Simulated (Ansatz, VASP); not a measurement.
## One calculation of BaTe, two programs

```
Ba Te
1.0
     0.00000    3.48387    3.48387
     3.48387    0.00000    3.48387
     3.48387    3.48387    0.00000
Ba Te
1 1
Direct
  0.00000 0.00000 0.00000
  0.50000 0.50000 0.50000
```

Alike in both runs: functional r2SCAN; k mesh 8 × 8 × 8; occupations fermi-dirac, width 0.02 eV; no spin polarisation.

Ansatz relaxed the structure, and its values are those at the end. VASP's run is a single point on that final structure, the one shown.

|  | VASP | Ansatz |
| --- | --- | --- |
| version | VASP 6.6.1 | Ansatz 0.2.0 |
| potentials or method | VASP PAW PBE potentials, release 64 (Ba_sv, Te), cutoff 520 eV | PAW plane waves |
| valence electrons in the cell | 16 | 26 |

Ansatz gave:

* gap on the k mesh at the Fermi level (eV): 1.92
* pressure (GPa): 1.4

Which values does VASP return?

gap on the k mesh at the Fermi level (eV): 1.84; pressure (GPa): 1.7.

VASP's potentials were made for PBE, not for r2SCAN. The functional is the same, so the differences come from potentials, cutoffs and numerics. VASP's potentials hold 16 valence electrons a cell and Ansatz's 26, so a difference there can come from the potentials and not from the codes. Ansatz's warnings: stress scf threshold loose.

Spin-orbit coupling is off throughout.
